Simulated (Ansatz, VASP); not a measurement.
# TePb: VASP beside Ansatz

```xyz
8
Lattice="4.6437 0.0000 0.0000 0.0000 4.6437 0.0000 0.0000 0.0000 25.8507" Properties=species:S:1:pos:R:3 pbc="T T T"
Pb    0.0000    0.0000    8.2100
Pb    2.3218    2.3218   11.0403
Pb    0.0000    0.0000   14.8104
Pb    2.3218    2.3218   17.6407
Te    2.3218    2.3218    7.9340
Te    0.0000    0.0000   11.2793
Te    2.3218    2.3218   14.5713
Te    0.0000    0.0000   17.9168
```

Alike in both runs: functional PBE; k mesh 6 × 6 × 1; occupations fermi-dirac, width 0.02 eV; no spin polarisation.

Ansatz relaxed the structure, and its values are those at the end. VASP's run is a single point on that final structure, the one shown.

|  | VASP | Ansatz |
| --- | --- | --- |
| version | VASP 6.6.1 | Ansatz 0.2.0 |
| potentials or method | VASP PAW PBE potentials, release 64 (Pb_d, Te) | PAW with Ansatz's default frozen-core files, scalar-relativistic |
| plane-wave cutoff (eV) | 520 | 420 |
| valence electrons in the cell | 80 | 120 |

|  | VASP | Ansatz | Ansatz less VASP |
| --- | --- | --- | --- |
| gap on the k mesh at the Fermi level (eV) | 1.34 | 1.34 | 0.000 |
| rms of the force components (eV/Å) | 0.003 | 0.000 | -0.0028 |

The functional is the same, so the differences come from potentials, cutoffs and numerics. VASP's potentials hold 80 valence electrons a cell and Ansatz's 120, so a difference there can come from the potentials and not from the codes. Ansatz's warnings: stress scf threshold loose.

Neither program's run includes spin-orbit coupling.
